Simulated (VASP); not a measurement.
# TaH3Br (Pm-3m) in VASP: single point with PBE

Aim: the single point of TaH3Br with PBE.

All numbers are computed with VASP 6.6.1; they aren't measurements. Logs are shortened: lines on timing, memory, paths and dates and some standing lists are left out, and cuts for length are marked.

## 1. The cell of the first run

Symmetry: Pm-3m, No. 221, cubic system. Conventional cell: a = 3.800 Å, b = 3.800 Å, c = 3.800 Å, α = 90.00°, β = 90.00°, γ = 90.00°. Within 2.5 Å of Ta (site symmetry m-3m) lie 6 H at 1.90 Å. H (site symmetry 4/mmm) has 2 Ta at 1.90 Å within 2.5 Å. Br (site symmetry m-3m) has 12 H at 2.69 Å and 8 Ta at 3.29 Å within 3.5 Å.

## 2. Single point, PBE

INCAR reads:

```
  PREC = Accurate
  ENCUT = 520
  EDIFF = 1E-6
  ISMEAR = 0
  SIGMA = 0.1
  LREAL = F
  LASPH = T
  NELM = 100
  ALGO = Normal
  ISIF = 2
  LWAVE = F
  LCHARG = F
  GGA = PE
  NBANDS = 18
```

KPOINTS reads:

```
Automatic mesh
0
Gamma
  10 10 10
```

POSCAR reads:

```
TaH3Br
1.0
    3.8000901772      0.0000000000      0.0000000000
    0.0000000000      3.8000901772      0.0000000000
    0.0000000000      0.0000000000      3.8000901772
Ta H Br
1 3 1
Direct
    0.5000000000      0.5000000000      0.5000000000
    0.5000000000      0.5000000000      0.0000000000
    0.0000000000      0.5000000000      0.5000000000
    0.5000000000      0.0000000000      0.5000000000
    0.0000000000      0.0000000000      0.0000000000
```

Potentials or basis: VASP PAW PBE potentials, release 64 (Ta_pv, H, Br).

Command:

```console
cat potpaw_PBE.64/Ta_pv/POTCAR potpaw_PBE.64/H/POTCAR potpaw_PBE.64/Br/POTCAR > POTCAR
mpirun -np 1 vasp_std > vasp.out
```

OUTCAR:

```text
PREC = Accurate
   ENCUT = 520
   EDIFF = 1E-6
   ISMEAR = 0
   LREAL = F
   LASPH = T
   NELM = 100
   ISIF = 2
   GGA = PE

 ion  position               nearest neighbor table
   1  0.500  0.500  0.500-   2 1.90   3 1.90   4 1.90   2 1.90   4 1.90   3 1.90
   2  0.500  0.500  0.000-   1 1.90   1 1.90
   3  0.000  0.500  0.500-   1 1.90   1 1.90
   4  0.500  0.000  0.500-   1 1.90   1 1.90
   5  0.000  0.000  0.000-

  LATTYP: Found a simple cubic cell.
 ALAT       =     3.8000901772

  Lattice vectors:

 A1 = (   3.8000901772,   0.0000000000,   0.0000000000)
 A2 = (   0.0000000000,   3.8000901772,   0.0000000000)
 A3 = (   0.0000000000,   0.0000000000,   3.8000901772)

Analysis of symmetry for initial positions (statically):
=====================================================================
 Subroutine PRICEL returns:
 Original cell was already a primitive cell.

 Routine SETGRP: Setting up the symmetry group for a
 simple cubic supercell.

 Subroutine GETGRP returns: Found 48 space group operations
 (whereof 48 operations were pure point group operations)
 out of a pool of 48 trial point group operations.

The static configuration has the point symmetry O_h .

Analysis of symmetry for dynamics (positions and initial velocities):
=====================================================================
 Subroutine PRICEL returns:
 Original cell was already a primitive cell.

 Routine SETGRP: Setting up the symmetry group for a
 simple cubic supercell.

 Subroutine GETGRP returns: Found 48 space group operations
 (whereof 48 operations were pure point group operations)
 out of a pool of 48 trial point group operations.

The dynamic configuration has the point symmetry O_h .

 Subroutine INISYM returns: Found 48 space group operations
 (whereof 48 operations are pure point group operations),
 and found     1 'primitive' translations

----------------------------------------------------------------------------------------

                                     Primitive cell

  volume of cell :      54.8759

  direct lattice vectors                    reciprocal lattice vectors
     3.800090177  0.000000000  0.000000000     0.263151650  0.000000000  0.000000000
     0.000000000  3.800090177  0.000000000     0.000000000  0.263151650  0.000000000
     0.000000000  0.000000000  3.800090177     0.000000000  0.000000000  0.263151650

  length of vectors
     3.800090177  3.800090177  3.800090177     0.263151650  0.263151650  0.263151650

  position of ions in fractional coordinates (direct lattice)
     0.500000000  0.500000000  0.500000000
     0.500000000  0.500000000  0.000000000
     0.000000000  0.500000000  0.500000000
     0.500000000  0.000000000  0.500000000
     0.000000000  0.000000000  0.000000000

  ion indices of the primitive-cell ions
   primitive index   ion index
                 1           1
                 2           2
                 3           3
                 4           4
                 5           5

----------------------------------------------------------------------------------------

 KPOINTS: Automatic mesh

Automatic generation of k-mesh.
 Grid dimensions read from file:
 generate k-points for:   10   10   10

 Generating k-lattice:

  Cartesian coordinates                     Fractional coordinates (reciprocal lattice)
     0.026315165  0.000000000  0.000000000     0.100000000  0.000000000  0.000000000
     0.000000000  0.026315165  0.000000000     0.000000000  0.100000000  0.000000000
     0.000000000  0.000000000  0.026315165     0.000000000  0.000000000  0.100000000

  Length of vectors
     0.026315165  0.026315165  0.026315165

  Shift w.r.t. Gamma in fractional coordinates (k-lattice)
     0.000000000  0.000000000  0.000000000

 Subroutine IBZKPT returns following result:
 ===========================================

 Found     56 irreducible k-points:

 Following reciprocal coordinates:
            Coordinates               Weight
  0.000000  0.000000  0.000000      1.000000
  0.100000  0.000000  0.000000      6.000000
  0.200000  0.000000  0.000000      6.000000
  0.300000  0.000000  0.000000      6.000000
  0.400000  0.000000  0.000000      6.000000
  0.500000  0.000000  0.000000      3.000000
[... 16 lines left out ...]
  0.200000  0.100000  0.100000     24.000000
  0.300000  0.100000  0.100000     24.000000
 [... further k-points ...]
   k-points           NKPTS =     56   k-points in BZ     NKDIM =     56   number of bands    NBANDS=     18
   number of dos      NEDOS =    301   number of ions     NIONS =      5
   total plane-waves  NPLWV =  21952
   dimension x,y,z NGX =    28 NGY =   28 NGZ =   28
   dimension x,y,z NGXF=    56 NGYF=   56 NGZF=   56
   ions per type =               1   3   1
   NGX,Y,Z   is equivalent  to a cutoff of  12.25, 12.25, 12.25 a.u.
   NGXF,Y,Z  is equivalent  to a cutoff of  24.50, 24.50, 24.50 a.u.
 SYSTEM =  unknown system
   PREC   = accura    normal or accurate (medium, high low for compatibility)
   ISTART =      0    job   : 0-new  1-cont  2-samecut
   ICHARG =      2    charge: 1-file 2-atom 10-const
   ISPIN  =      1    spin polarized calculation?
   LNONCOLLINEAR =      F non collinear calculations
   LSORBIT =      F    spin-orbit coupling
   LASPH  =      T    aspherical Exc in radial PAW
   ENCUT  =  520.0 eV  38.22 Ry    6.18 a.u.   7.07  7.07  7.07*2*pi/ulx,y,z
   NELM   =    100;   NELMIN=  2; NELMDL= -5     # of ELM steps
   EDIFF  = 0.1E-05   stopping-criterion for ELM
   LREAL  =      F    real-space projection
   EDIFFG = 0.1E-04   stopping-criterion for IOM
   NSW    =      0    number of steps for IOM
   IBRION =     -1    ionic relax: 0-MD 1-quasi-New 2-CG
   NFREE  =      0    steps in history (QN), initial steepest desc. (CG)
   ISIF   =      2    stress and relaxation
   ISYM   =      2    0-nonsym 1-usesym 2-fastsym
   POTIM  = 0.5000    time-step for ionic-motion
   TEBEG  =    0.0;   TEEND  =   0.0 temperature during run
   PSTRESS=    0.0 pullay stress
   NELECT =      21.0000    total number of electrons
   NUPDOWN=      -1.0000    fix difference up-down
   EMIN   =  10.00;   EMAX   =-10.00  energy-range for DOS
   EFERMI =   0.00;   METHOD = LEGACY
   ISMEAR =     0;   SIGMA  =   0.10  broadening in eV -4-tet -1-fermi 0-gaus
   EFERMI_NEDOS =   21; number of points for ismear=-14 and -15
   IALGO  =     38    algorithm
   IMIX   =      4    mixing-type and parameters
     AMIX     =   0.40;   BMIX     =  1.00
     AMIX_MAG =   1.60;   BMIX_MAG =  1.00
  volume/ion in A,a.u.               =      10.98        74.06
  Fermi-wavevector in a.u.,A,eV,Ry     =   1.188559  2.246051 19.220572  1.412672
  Thomas-Fermi vector in A             =   2.324686
   LORBIT       =      0    0 simple, 1 ext, 2 COOP (PROOUT), +10 PAW based schemes
   GGA     = PE    functional components
   LHFCALC =     F    Hartree Fock is set to
   AEXX    =    0.0000 exact exchange contribution
   IVDW    =     0    specifies the selected vdW correction
   LEPSILON=     F    determine dielectric tensor
   LRPA    =     F    only Hartree local field effects (RPA)
 non-spin polarized calculation
 Gauss-broadening in eV      SIGMA  =   0.10
  energy-cutoff  :      520.00
  volume of cell :       54.88
 maximum number of plane-waves:      1492
   NGX = 15   NGY = 15   NGZ = 15

 number of electron      20.9999997 magnetization

 Free energy of the ion-electron system (eV)
  ---------------------------------------------------
  ext. energy  EPLUGINS =         0.00000000
  ---------------------------------------------------
  free energy    TOTEN  =       -21.58087801 eV

  energy without entropy =      -21.56727932  energy(sigma->0) =      -21.57407867

 E-fermi :   4.3727     XC(G=0): -10.6036

 val. band max:        4.3520225728   @ k =   0.4000   0.4000   0.1000
 cond. band min:       4.4047933840   @ k =   0.5000   0.2000   0.1000
 fundamental gap:      0.0527708112
 Fermi energy:         4.3727005541

 k-point     1 :       0.0000    0.0000    0.0000
  band No.  band energies     occupation
      1     -31.7051      2.00000
      2     -31.7051      2.00000
      3     -31.7051      2.00000
      4     -12.1023      2.00000
      5      -2.5662      2.00000
      6      -1.8720      2.00000
[... 10 lines left out ...]
     17      13.2400      0.00000
     18      13.2400      0.00000

 k-point     2 :       0.1000    0.0000    0.0000
  band No.  band energies     occupation
      1     -31.7113      2.00000
      2     -31.7048      2.00000
      3     -31.7048      2.00000
      4     -12.0628      2.00000
      5      -2.7684      2.00000
      6      -1.8521      2.00000
[... 10 lines left out ...]
     17      12.8457      0.00000
     18      12.8919      0.00000

 k-point     3 :       0.2000    0.0000    0.0000
  band No.  band energies     occupation
      1     -31.7276      2.00000
      2     -31.7040      2.00000
      3     -31.7040      2.00000
      4     -11.9559      2.00000
      5      -3.3586      2.00000
      6      -1.7983      2.00000
[... 10 lines left out ...]
     17      11.9517      0.00000
     18      13.4716      0.00000

 k-point     4 :       0.3000    0.0000    0.0000
  band No.  band energies     occupation
      1     -31.7476      2.00000
      2     -31.7029      2.00000
      3     -31.7029      2.00000
      4     -11.8157      2.00000
      5      -3.9952      2.00000
      6      -1.7299      2.00000
[... 10 lines left out ...]
     17      11.0271      0.00000
     18      13.6482      0.00000

 k-point     5 :       0.4000    0.0000    0.0000
  band No.  band energies     occupation
      1     -31.7637      2.00000
      2     -31.7021      2.00000
      3     -31.7021      2.00000
      4     -11.6947      2.00000
      5      -4.4533      2.00000
      6      -1.6727      2.00000
[... 10 lines left out ...]
     17      10.3495      0.00000
     18      12.9928      0.00000

 k-point     6 :       0.5000    0.0000    0.0000
  band No.  band energies     occupation
      1     -31.7698      2.00000
      2     -31.7018      2.00000
      3     -31.7018      2.00000
      4     -11.6464      2.00000
      5      -4.6190      2.00000
      6      -1.6505      2.00000
[... 10 lines left out ...]
     17      10.0973      0.00000
     18      12.7479      0.00000

 k-point     7 :       0.1000    0.1000    0.0000
  band No.  band energies     occupation
      1     -31.7111      2.00000
      2     -31.7109      2.00000
      3     -31.7045      2.00000
      4     -12.0249      2.00000
      5      -2.8661      2.00000
      6      -1.8857      2.00000
[... 10 lines left out ...]
     17      12.5754      0.00000
     18      12.9676      0.00000

 k-point     8 :       0.2000    0.1000    0.0000
  band No.  band energies     occupation
      1     -31.7272      2.00000
      2     -31.7101      2.00000
      3     -31.7037      2.00000
      4     -11.9224      2.00000
      5      -3.3215      2.00000
      6      -1.8096      2.00000
[... 10 lines left out ...]
     17      11.8931      0.00000
     18      13.3657      0.00000
[... 229 lines left out ...]
     17      13.2410      0.00000
     18      14.6399      0.00000

 k-point    20 :       0.5000    0.4000    0.0000
  band No.  band energies     occupation
      1     -31.7660      2.00000
      2     -31.7595      2.00000
      3     -31.6990      2.00000
      4     -11.4566      2.00000
      5      -2.9761      2.00000
      6      -1.9291      2.00000
[... 10 lines left out ...]
     17      13.7274      0.00000
     18      15.1718      0.00000

 k-point    21 :       0.5000    0.5000    0.0000
  band No.  band energies     occupation
      1     -31.7656      2.00000
      2     -31.7656      2.00000
      3     -31.6987      2.00000
      4     -11.4354      2.00000
      5      -2.4737      2.00000
      6      -2.0747      2.00000
[... 10 lines left out ...]
     17      14.7841      0.00000
     18      15.8052      0.00000

 k-point    22 :       0.1000    0.1000    0.1000
  band No.  band energies     occupation
      1     -31.7109      2.00000
      2     -31.7106      2.00000
      3     -31.7106      2.00000
      4     -11.9885      2.00000
      5      -2.9126      2.00000
      6      -1.8553      2.00000
[... 10 lines left out ...]
     17      12.3788      0.00000
     18      12.3788      0.00000

 k-point    23 :       0.2000    0.1000    0.1000
  band No.  band energies     occupation
      1     -31.7269      2.00000
      2     -31.7099      2.00000
      3     -31.7097      2.00000
      4     -11.8901      2.00000
      5      -3.2711      2.00000
      6      -1.7716      2.00000
[... 10 lines left out ...]
     17      11.4053      0.00000
     18      13.0536      0.00000

 k-point    24 :       0.3000    0.1000    0.1000
  band No.  band energies     occupation
      1     -31.7468      2.00000
      2     -31.7089      2.00000
      3     -31.7087      2.00000
      4     -11.7617      2.00000
      5      -3.8063      2.00000
      6      -1.6576      2.00000
[... 10 lines left out ...]
     17      10.8407      0.00000
     18      14.0278      0.00000

 [... further k-points ...]

------------------------ aborting loop because EDIFF is reached ----------------------------------------

  FORCE on cell =-STRESS in cart. coord.  units (eV):
  Direction    XX          YY          ZZ          XY          YZ          ZX
  --------------------------------------------------------------------------------------
  -------------------------------------------------------------------------------------
  Total       -0.0114299     -0.0114299     -0.0114299      0.0000000      0.0000000     -0.0000000
  in kB       -0.3337103     -0.3337103     -0.3337103      0.0000000      0.0000000     -0.0000000
  external PRESSURE =      -0.3337103 kB  Pullay stress =       0.0000000 kB

 VOLUME and BASIS-vectors are now :
 -----------------------------------------------------------------------------
  energy-cutoff  :      520.00
  volume of cell :       54.88
      direct lattice vectors                 reciprocal lattice vectors
     3.800090177  0.000000000  0.000000000     0.263151650  0.000000000  0.000000000
     0.000000000  3.800090177  0.000000000     0.000000000  0.263151650  0.000000000
     0.000000000  0.000000000  3.800090177     0.000000000  0.000000000  0.263151650

 POSITION                                       TOTAL-FORCE (eV/Angst)
 -----------------------------------------------------------------------------------
      1.90005      1.90005      1.90005         0.000000      0.000000      0.000000
      1.90005      1.90005      0.00000         0.000000      0.000000      0.000000
      0.00000      1.90005      1.90005         0.000000      0.000000      0.000000
      1.90005      0.00000      1.90005         0.000000      0.000000      0.000000
      0.00000      0.00000      0.00000         0.000000      0.000000      0.000000
 -----------------------------------------------------------------------------------
    total drift:                                0.000000      0.000000      0.000000

  FREE ENERGIE OF THE ION-ELECTRON SYSTEM (eV)
  ---------------------------------------------------
  free  energy   TOTEN  =       -21.5808780116 eV

  energy  without entropy=      -21.5672793238  energy(sigma->0) =      -21.57407867
```

Run time: 67 s. Hardware: 1 thread of Intel Xeon 8259CL, shared host; peak memory 0.2 GiB.

Results:

| Quantity | Value |
| --- | --- |
| Free energy | -21.5809 eV |
| Pressure | 0.0 GPa |
| Band gap on the k mesh | zero (an odd number of electrons rules out a gap without spin polarisation) |

Caveat: spin-orbit coupling is left out, which moves the levels of the heavy elements; an odd number of electrons without spin polarisation forces a metal; a magnetic or distorted state may lie lower.
